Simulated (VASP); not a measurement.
# Li3Si4 (R3m) in VASP: single point with PBE

Aim: the single point of Li3Si4 with PBE.

Program: VASP 6.6.1. These are calculated values, not measurements. Logs are shortened: lines on timing, memory, paths and dates and some standing lists are left out, and cuts for length are marked.

**1. The cell of the first run**

It takes space group R3m (No. 160, trigonal). Conventional cell: a = 5.177 Å, b = 5.177 Å, c = 14.698 Å, α = 90.00°, β = 90.00°, γ = 120.00°. Within 2.3 Å of Li (site symmetry m) lie 2 Li at 1.76 Å and 3 Si at 2.15 to 2.17 Å. Within 2.8 Å of Si (site symmetry m) lie 3 Si at 2.14 to 2.30 Å and 2 Li at 2.15 Å. Si (site symmetry 3m) has 3 Li at 2.17 Å and 3 Si at 2.30 Å within 2.9 Å.

**2. Single point, PBE**

INCAR

```
SYSTEM = Li3Si4
  PREC = Accurate
  ENCUT = 520
  EDIFF = 1E-6
  ISMEAR = 0
  SIGMA = 0.1
  LREAL = .False.
  LASPH = .True.
  NELM = 80
  ALGO = Normal
  ISIF = 2
  LWAVE = .False.
  LCHARG = .True.
  GGA = PE
  LELF = .True.
  LVHAR = .True.
  NBANDS = 22
```

KPOINTS

```
Automatic mesh
0
Gamma
  6 6 6
  0 0 0
```

POSCAR

```
Li3Si4
1.0
    2.5887320700      1.4946051500      4.8991968400
   -2.5887320700      1.4946051500      4.8991968400
    0.0000000000     -2.9892103100      4.8991968400
Li Si
3 4
Direct
    0.6157334500      0.9558507600      0.6157334500
    0.6157334500      0.6157334500      0.9558507600
    0.9558507600      0.6157334500      0.6157334500
    0.1290708700      0.7151293900      0.1290708700
    0.1290708700      0.1290708700      0.7151293900
    0.7151293900      0.1290708700      0.1290708700
    0.8593559700      0.8593559700      0.8593559700
```

Potentials or basis: VASP PAW PBE potentials, release 64 (Li_sv, Si).

Command:

```bash
$ cat potpaw_PBE.64/Li_sv/POTCAR potpaw_PBE.64/Si/POTCAR > POTCAR
$ mpirun -np 1 vasp_std > vasp.out
```

OUTCAR:

```text
SYSTEM = Li3Si4
   PREC = Accurate
   ENCUT = 520
   EDIFF = 1E-6
   ISMEAR = 0
   LREAL = .False.
   LASPH = .True.
   NELM = 80
   ISIF = 2
   GGA = PE

 ion  position               nearest neighbor table
   1  0.616  0.956  0.616-   2 1.76   3 1.76   6 2.15   5 2.15   7 2.17
   2  0.616  0.616  0.956-   1 1.76   3 1.76   4 2.15   6 2.15   7 2.17
   3  0.956  0.616  0.616-   2 1.76   1 1.76   4 2.15   5 2.15   7 2.17
   4  0.129  0.715  0.129-   5 2.14   6 2.14   3 2.15   2 2.15   7 2.30   5 3.03   6 3.03
   5  0.129  0.129  0.715-   4 2.14   6 2.14   1 2.15   3 2.15   7 2.30   4 3.03   6 3.03
   6  0.715  0.129  0.129-   5 2.14   4 2.14   1 2.15   2 2.15   7 2.30   5 3.03   4 3.03
   7  0.859  0.859  0.859-   2 2.17   1 2.17   3 2.17   5 2.30   4 2.30   6 2.30

  LATTYP: Found a trigonal (rhomboedric) cell.
 ALAT       =     5.7391208353
 COS(alpha) =     0.5930758491

  Lattice vectors:

 A1 = (   2.5887320700,   1.4946051500,   4.8991968400)
 A2 = (  -2.5887320700,   1.4946051500,   4.8991968400)
 A3 = (   0.0000000000,  -2.9892103100,   4.8991968400)

Analysis of symmetry for initial positions (statically):
=====================================================================
 Subroutine PRICEL returns:
 Original cell was already a primitive cell.

 Routine SETGRP: Setting up the symmetry group for a
 trigonal (rhombohedral) supercell.

 Subroutine GETGRP returns: Found  6 space group operations
 (whereof  6 operations were pure point group operations)
 out of a pool of 12 trial point group operations.

The static configuration has the point symmetry C_3v.

Analysis of symmetry for dynamics (positions and initial velocities):
=====================================================================
 Subroutine PRICEL returns:
 Original cell was already a primitive cell.

 Routine SETGRP: Setting up the symmetry group for a
 trigonal (rhombohedral) supercell.

 Subroutine GETGRP returns: Found  6 space group operations
 (whereof  6 operations were pure point group operations)
 out of a pool of 12 trial point group operations.

The dynamic configuration has the point symmetry C_3v.

 Subroutine INISYM returns: Found  6 space group operations
 (whereof  6 operations are pure point group operations),
 and found     1 'primitive' translations

----------------------------------------------------------------------------------------

                                     Primitive cell

  volume of cell :     113.7338

  direct lattice vectors                    reciprocal lattice vectors
     2.588732070  1.494605150  4.899196840     0.193144747  0.111512172  0.068038363
    -2.588732070  1.494605150  4.899196840    -0.193144747  0.111512172  0.068038363
     0.000000000 -2.989210310  4.899196840     0.000000000 -0.223024344  0.068038363

  length of vectors
     5.739120835  5.739120835  5.739120835     0.233171775  0.233171775  0.233171775

  position of ions in fractional coordinates (direct lattice)
     0.615733450  0.955850760  0.615733450
     0.615733450  0.615733450  0.955850760
     0.955850760  0.615733450  0.615733450
     0.129070870  0.715129390  0.129070870
     0.129070870  0.129070870  0.715129390
     0.715129390  0.129070870  0.129070870
     0.859355970  0.859355970  0.859355970

  ion indices of the primitive-cell ions
   primitive index   ion index
                 1           1
                 2           2
                 3           3
                 4           4
                 5           5
                 6           6
                 7           7

----------------------------------------------------------------------------------------

 KPOINTS: Automatic mesh

Automatic generation of k-mesh.
 Grid dimensions read from file:
 generate k-points for:    6    6    6

 Generating k-lattice:

  Cartesian coordinates                     Fractional coordinates (reciprocal lattice)
     0.032190791  0.018585362  0.011339727     0.166666667  0.000000000  0.000000000
    -0.032190791  0.018585362  0.011339727     0.000000000  0.166666667  0.000000000
     0.000000000 -0.037170724  0.011339727     0.000000000  0.000000000  0.166666667

  Length of vectors
     0.038861962  0.038861962  0.038861963

  Shift w.r.t. Gamma in fractional coordinates (k-lattice)
     0.000000000  0.000000000  0.000000000

 Subroutine IBZKPT returns following result:
 ===========================================

 Found     32 irreducible k-points:

 Following reciprocal coordinates:
            Coordinates               Weight
  0.000000  0.000000  0.000000      1.000000
  0.166667 -0.000000  0.000000      6.000000
  0.333333 -0.000000 -0.000000      6.000000
  0.500000 -0.000000  0.000000      3.000000
  0.166667  0.166667 -0.000000      6.000000
  0.333333  0.166667  0.000000     12.000000
[... 16 lines left out ...]
  0.500000  0.500000  0.166667      6.000000
 -0.333333  0.500000  0.166667     12.000000
 [... further k-points ...]
   k-points           NKPTS =     32   k-points in BZ     NKDIM =     32   number of bands    NBANDS=     22
   number of dos      NEDOS =    301   number of ions     NIONS =      7
   total plane-waves  NPLWV = 110592
   dimension x,y,z NGX =    48 NGY =   48 NGZ =   48
   dimension x,y,z NGXF=    96 NGYF=   96 NGZF=   96
   ions per type =               3   4
   NGX,Y,Z   is equivalent  to a cutoff of  13.90, 13.90, 13.90 a.u.
   NGXF,Y,Z  is equivalent  to a cutoff of  27.81, 27.81, 27.81 a.u.
 SYSTEM =  Li3Si4
   PREC   = accura    normal or accurate (medium, high low for compatibility)
   ISTART =      0    job   : 0-new  1-cont  2-samecut
   ICHARG =      2    charge: 1-file 2-atom 10-const
   ISPIN  =      1    spin polarized calculation?
   LNONCOLLINEAR =      F non collinear calculations
   LSORBIT =      F    spin-orbit coupling
   LASPH  =      T    aspherical Exc in radial PAW
   ENCUT  =  520.0 eV  38.22 Ry    6.18 a.u.  10.67 10.67 10.67*2*pi/ulx,y,z
   NELM   =     80;   NELMIN=  2; NELMDL= -5     # of ELM steps
   EDIFF  = 0.1E-05   stopping-criterion for ELM
   LREAL  =      F    real-space projection
   EDIFFG = 0.1E-04   stopping-criterion for IOM
   NSW    =      0    number of steps for IOM
   IBRION =     -1    ionic relax: 0-MD 1-quasi-New 2-CG
   NFREE  =      0    steps in history (QN), initial steepest desc. (CG)
   ISIF   =      2    stress and relaxation
   ISYM   =      2    0-nonsym 1-usesym 2-fastsym
   POTIM  = 0.5000    time-step for ionic-motion
   TEBEG  =    0.0;   TEEND  =   0.0 temperature during run
   PSTRESS=    0.0 pullay stress
   NELECT =      25.0000    total number of electrons
   NUPDOWN=      -1.0000    fix difference up-down
   EMIN   =  10.00;   EMAX   =-10.00  energy-range for DOS
   EFERMI =   0.00;   METHOD = LEGACY
   ISMEAR =     0;   SIGMA  =   0.10  broadening in eV -4-tet -1-fermi 0-gaus
   EFERMI_NEDOS =   21; number of points for ismear=-14 and -15
   IALGO  =     38    algorithm
   IMIX   =      4    mixing-type and parameters
     AMIX     =   0.40;   BMIX     =  1.00
     AMIX_MAG =   1.60;   BMIX_MAG =  1.00
  volume/ion in A,a.u.               =      16.25       109.64
  Fermi-wavevector in a.u.,A,eV,Ry     =   0.988003  1.867055 13.281326  0.976150
  Thomas-Fermi vector in A             =   2.119498
   LORBIT       =      0    0 simple, 1 ext, 2 COOP (PROOUT), +10 PAW based schemes
   GGA     = PE    functional components
   LHFCALC =     F    Hartree Fock is set to
   AEXX    =    0.0000 exact exchange contribution
   IVDW    =     0    specifies the selected vdW correction
   LEPSILON=     F    determine dielectric tensor
   LRPA    =     F    only Hartree local field effects (RPA)
 non-spin polarized calculation
 Gauss-broadening in eV      SIGMA  =   0.10
  energy-cutoff  :      520.00
  volume of cell :      113.73
 maximum number of plane-waves:      3090
 NGX is ok and might be reduce to    48
   NGX = 21   NGY = 21   NGZ = 21

 number of electron      24.9999993 magnetization

 Free energy of the ion-electron system (eV)
  ---------------------------------------------------
  ext. energy  EPLUGINS =         0.00000000
  ---------------------------------------------------
  free energy    TOTEN  =       -18.97824219 eV

  energy without entropy =      -18.97001895  energy(sigma->0) =      -18.97413057

 E-fermi :   4.2278     XC(G=0):  -8.7997

 val. band max:        4.2214619029   @ k =   0.5000   0.5000   0.0000
 cond. band min:       4.2347787866   @ k =   0.5000  -0.0000   0.0000
 fundamental gap:      0.0133168837
 Fermi energy:         4.2277910137

 k-point     1 :       0.0000    0.0000    0.0000
  band No.  band energies     occupation
      1     -42.8626      2.00000
      2     -42.2078      2.00000
      3     -42.2078      2.00000
      4      -8.2939      2.00000
      5      -2.3369      2.00000
      6      -1.1542      2.00000
[... 14 lines left out ...]
     21      11.5063      0.00000
     22      11.5909      0.00000

 k-point     2 :       0.1667   -0.0000    0.0000
  band No.  band energies     occupation
      1     -42.8622      2.00000
      2     -42.2082      2.00000
      3     -42.2078      2.00000
      4      -8.2338      2.00000
      5      -2.4702      2.00000
      6      -1.9152      2.00000
[... 14 lines left out ...]
     21      11.1140      0.00000
     22      11.6246      0.00000

 k-point     3 :       0.3333   -0.0000   -0.0000
  band No.  band energies     occupation
      1     -42.8614      2.00000
      2     -42.2090      2.00000
      3     -42.2078      2.00000
      4      -8.1031      2.00000
      5      -3.0503      2.00000
      6      -2.2248      2.00000
[... 14 lines left out ...]
     21      10.7299      0.00000
     22      11.6943      0.00000

 k-point     4 :       0.5000   -0.0000    0.0000
  band No.  band energies     occupation
      1     -42.8609      2.00000
      2     -42.2094      2.00000
      3     -42.2078      2.00000
      4      -8.0314      2.00000
      5      -3.3520      2.00000
      6      -2.2665      2.00000
[... 14 lines left out ...]
     21      11.3735      0.00000
     22      11.6224      0.00000

 k-point     5 :       0.1667    0.1667   -0.0000
  band No.  band energies     occupation
      1     -42.8622      2.00000
      2     -42.2082      2.00000
      3     -42.2078      2.00000
      4      -8.2283      2.00000
      5      -2.5009      2.00000
      6      -1.9377      2.00000
[... 14 lines left out ...]
     21      10.7002      0.00000
     22      11.1467      0.00000

 k-point     6 :       0.3333    0.1667    0.0000
  band No.  band energies     occupation
      1     -42.8616      2.00000
      2     -42.2088      2.00000
      3     -42.2078      2.00000
      4      -8.1289      2.00000
      5      -2.8440      2.00000
      6      -2.2889      2.00000
[... 14 lines left out ...]
     21      10.5446      0.00000
     22      11.3255      0.00000

 k-point     7 :       0.5000    0.1667    0.0000
  band No.  band energies     occupation
      1     -42.8610      2.00000
      2     -42.2094      2.00000
      3     -42.2079      2.00000
      4      -8.0265      2.00000
      5      -3.2481      2.00000
      6      -2.3415      2.00000
[... 324 lines left out ...]
      6      -2.4954      2.00000
[... 14 lines left out ...]
     21      10.4013      0.00000
     22      10.9760      0.00000

 k-point    21 :      -0.3333    0.3333    0.1667
  band No.  band energies     occupation
      1     -42.8610      2.00000
      2     -42.2094      2.00000
      3     -42.2079      2.00000
      4      -8.0142      2.00000
      5      -3.2178      2.00000
      6      -2.4935      2.00000
[... 14 lines left out ...]
     21      10.5142      0.00000
     22      11.2961      0.00000

 k-point    22 :      -0.1667    0.3333    0.1667
  band No.  band energies     occupation
      1     -42.8610      2.00000
      2     -42.2094      2.00000
      3     -42.2078      2.00000
      4      -8.0275      2.00000
      5      -3.1997      2.00000
      6      -2.3714      2.00000
[... 14 lines left out ...]
     21      10.3460      0.00000
     22      11.2208      0.00000

 k-point    23 :       0.5000    0.5000    0.1667
  band No.  band energies     occupation
      1     -42.8614      2.00000
      2     -42.2090      2.00000
      3     -42.2078      2.00000
      4      -8.0674      2.00000
      5      -2.9976      2.00000
      6      -2.6178      2.00000
[... 14 lines left out ...]
     21      10.1943      0.00000
     22      10.6681      0.00000

 k-point    24 :      -0.3333    0.5000    0.1667
  band No.  band energies     occupation
      1     -42.8610      2.00000
      2     -42.2094      2.00000
      3     -42.2079      2.00000
      4      -8.0085      2.00000
      5      -3.1825      2.00000
      6      -2.5636      2.00000
[... 14 lines left out ...]
     21      10.3450      0.00000
     22      11.1191      0.00000

 [... further k-points ...]
[... 5 lines left out ...]
  --------------------------------------------------------------------------------------
  -------------------------------------------------------------------------------------
  Total       23.6783243     23.6783241     14.5161434      0.0000000     -0.0000000      0.0000000
  in kB      333.5583581    333.5583563    204.4900187      0.0000000     -0.0000001      0.0000000
  external PRESSURE =     290.5355777 kB  Pullay stress =       0.0000000 kB

 VOLUME and BASIS-vectors are now :
 -----------------------------------------------------------------------------
  energy-cutoff  :      520.00
  volume of cell :      113.73
      direct lattice vectors                 reciprocal lattice vectors
     2.588732070  1.494605150  4.899196840     0.193144747  0.111512172  0.068038363
    -2.588732070  1.494605150  4.899196840    -0.193144747  0.111512172  0.068038363
     0.000000000 -2.989210310  4.899196840     0.000000000 -0.223024344  0.068038363

 POSITION                                       TOTAL-FORCE (eV/Angst)
 -----------------------------------------------------------------------------------
     -0.88047      0.50834     10.71610        -2.419883      1.397120      0.662355
      0.00000     -1.01668     10.71610         0.000000     -2.794240      0.662355
      0.88047      0.50834     10.71610         2.419883      1.397120      0.662355
     -1.51715      0.87593      4.76825         3.823571     -2.207540     -1.629361
      0.00000     -1.75185      4.76825         0.000000      4.415080     -1.629361
      1.51715      0.87593      4.76825        -3.823571     -2.207540     -1.629361
      0.00000     -0.00000     12.63046         0.000000     -0.000000      2.901016
 -----------------------------------------------------------------------------------
    total drift:                               -0.000000      0.000000     -0.000011

  FREE ENERGIE OF THE ION-ELECTRON SYSTEM (eV)
  ---------------------------------------------------
  free  energy   TOTEN  =       -18.9782421913 eV

  energy  without entropy=      -18.9700189528  energy(sigma->0) =      -18.97413057
```

Wall time 63 s (1 thread of Intel Xeon 6975P-C (Granite Rapids), shared host); peak memory 0.33 GiB.

What came out:

```
Free energy   : -18.9782 eV
Largest force : 4.706 eV/Å
```

Forces in eV/Å, atoms in the order of the input:
```
Li  -2.420  1.397  0.662
Li   0.000 -2.794  0.662
Li   2.420  1.397  0.662
Si   3.824 -2.208 -1.629
Si   0.000  4.415 -1.629
Si  -3.824 -2.208 -1.629
Si   0.000  0.000  2.901
```

Levels at points of the mesh, in eV from the Fermi level:
| k point | band 11 | band 12 | band 13 | band 14 | band 15 | band 16 |
| --- | --- | --- | --- | --- | --- | --- |
| (0.00, 0.00, 0.00) | -1.97 | -1.02 | -1.02 | 0.48 | 3.39 | 3.39 |
| (0.50, 0.00, 0.00) | -1.08 | 0.01 | 0.20 | 0.93 | 2.50 | 2.72 |
| (0.50, 0.50, 0.00) | -0.01 | 0.16 | 0.26 | 2.07 | 2.30 | 3.06 |
| (0.50, 0.50, 0.50) | -1.99 | -0.12 | -0.12 | 0.25 | 2.84 | 2.93 |

Caveat: the cutoff is under 1.25 times the usual one of these potentials, so pressure, stress and relaxed cells hold a basis-set (Pulay) error; forces of over 1 eV/Å act on the atoms, so gaps and moduli don't describe the material at rest.
